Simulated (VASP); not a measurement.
Runs of VASP 6.6.1 on Re. The structure is that of space group P6_3/mmc (No. 194), or close to it. The cells are those of the table. 

```tsv
cell	gap on the mesh (eV)	pressure (GPa)
a = 2.755, b = 2.755, c = 4.452 Å, angles 90.0, 90.0, 120.0°, 2 atoms	none	2.1
a = 2.737, b = 2.737, c = 4.423 Å, angles 90.0, 90.0, 120.0°, 2 atoms	none	(a)
a = 2.757, b = 2.757, c = 4.456 Å, angles 90.0, 90.0, 120.0°, 2 atoms	none	1.1
a = 2.727, b = 2.727, c = 4.407 Å, angles 90.0, 90.0, 120.0°, 2 atoms	none	(b)
a = 2.750, b = 2.750, c = 4.444 Å, angles 90.0, 90.0, 120.0°, 2 atoms	none	4.1
```

Alike in all rows: task single point; level r2SCAN; potentials or basis VASP PAW PBE potentials, release 64 (Re); no spin polarisation; k mesh 20 × 20 × 12; cutoff (eV) 520; smearing fermi-dirac 0.1 eV.

**Question.** Fill in the values left out.

**Answer.** (a) 10.2; (b) 15.4.

Caveats: the PAW data sets were made with another functional, which shifts forces and pressure a little; spin-orbit coupling is left out, which moves the levels of the heavy elements; the cell stands under pressure (at least some runs).

A k mesh can miss the band edges, and the runs leave out spin-orbit coupling on Re.

A gap of «none» marks levels without a gap at the run's occupations.
